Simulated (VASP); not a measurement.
## PtSe2 (Sudovikovite): single point with r2SCAN

PtSe2 (Sudovikovite):

```
Pt Se
1.0
     3.74866    0.00000    0.00000
    -1.87433    3.24644    0.00000
     0.00000    0.00000    5.09552
Pt Se
1 2
Cartesian
  0.0000 0.0000 0.0000
  1.8743 1.0821 3.8216
  0.0000 2.1643 1.2739
```

- Program: VASP 6.6.1
- Task: single point
- Functional: r2SCAN
- Potentials or basis: VASP PAW PBE potentials, release 64 (Pt, Se)
- Cutoff: 520 eV
- k mesh: 8 × 8 × 5
- Occupations: fermi-dirac, width 0.05 eV
- Spin: no spin polarisation

```json
{"Pressure": "2.2 GPa", "Largest force": "0.146 eV/Å", "Band gap on the k mesh": "zero (band 11 reaches 6.43 eV, above the bottom of band 12 at 6.27 eV)"}
```

Forces in eV/Å, atoms in the order of the input:
```
Pt   0.000  0.000  0.000
Se   0.000  0.000 -0.146
Se   0.000  0.000  0.146
```

Stress tensor (GPa, compression positive):
```
1.89 0.00 0.00
0.00 1.89 0.00
0.00 0.00 2.89
```

Levels at points of the mesh, in eV from the Fermi level:
```
           k point  band 8  band 9  band 10  band 11  band 12  band 13  band 14  band 15
(0.00, 0.00, 0.00)   -2.79   -1.25    -1.25     0.28     1.41     1.41     3.99     4.53
(0.50, 0.00, 0.00)   -3.77   -3.72    -3.67    -3.15     0.66     2.28     4.92     6.24
```

Wall time 74 s on 1 thread of Intel(R) Xeon(R) 6975P-C (Granite Rapids) (shared host), peak memory 0.2 GiB.

Caveat: the PAW data sets were made with another functional, which shifts forces and pressure a little; spin-orbit coupling is left out, which moves the levels of the heavy elements.
